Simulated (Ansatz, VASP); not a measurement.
## Ru in VASP and in Ansatz

```
CELL_PARAMETERS angstrom
0.00000 1.88584 1.88584
1.88584 0.00000 1.88584
1.88584 1.88584 0.00000
ATOMIC_POSITIONS crystal
Ru 0.00000 0.00000 0.00000
```

Alike in both runs: task single point; functional PBE; k mesh 18 × 18 × 18; occupations gaussian, width 0.1 eV; no spin polarisation.

|  | VASP | Ansatz |
| --- | --- | --- |
| version | VASP 6.6.1 | Ansatz 0.2.0 |
| potentials or method | VASP PAW PBE potentials, release 64 (Ru_pv), cutoff 520 eV | scalar-relativistic, plane waves, PAW |
| valence electrons in the cell | 14 | 16 |

Ansatz gave:

```
gap on the k mesh at the Fermi level (eV) : none
pressure (GPa)                            : 10.1
```

Question: Which values does VASP return?

Answer: gap on the k mesh at the Fermi level (eV): none; pressure (GPa): 10.0.

A gap of «none» marks a metal or a gap that the smearing closes. With one functional, cell and mesh, what is left measures potentials, basis and numerics. VASP's potentials hold 14 valence electrons a cell and Ansatz's 16, so a difference there can come from the potentials and not from the codes.
